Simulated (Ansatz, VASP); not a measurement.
# MgS in VASP and in Ansatz

```
Mg S
1.0
     0.00000    2.59295    2.59295
     2.59295    0.00000    2.59295
     2.59295    2.59295    0.00000
Mg S
1 1
Direct
  0.00000 0.00000 0.00000
  0.50000 0.50000 0.50000
```

Change from the starting cell: volume scaled by 0.99, crystal datasets.

Alike in both runs: task electric field gradients; functional LDA; k mesh 8 × 8 × 8; occupations fermi-dirac, width 0.01 eV; no spin polarisation.

|  | VASP | Ansatz |
| --- | --- | --- |
| version | VASP 6.6.1 | Ansatz 0.2.0 |
| potentials or method | VASP PAW LDA potentials, release 64 (Mg, S), cutoff 520 eV | all-electron PAW with datasets made for the crystal, scalar-relativistic |

Ansatz gave:

```
gap on the k mesh at the Fermi level (eV) : 2.58
pressure (GPa)                            : -2.5
```

Problem. What did VASP give for the same quantities?

Solution. gap on the k mesh at the Fermi level (eV): 2.58; pressure (GPa): -3.1.

LDA's correlation is that of Perdew and Zunger in VASP and of Perdew and Wang (1992) in Ansatz. Ansatz ran all-electron here, and VASP with PAW potentials.
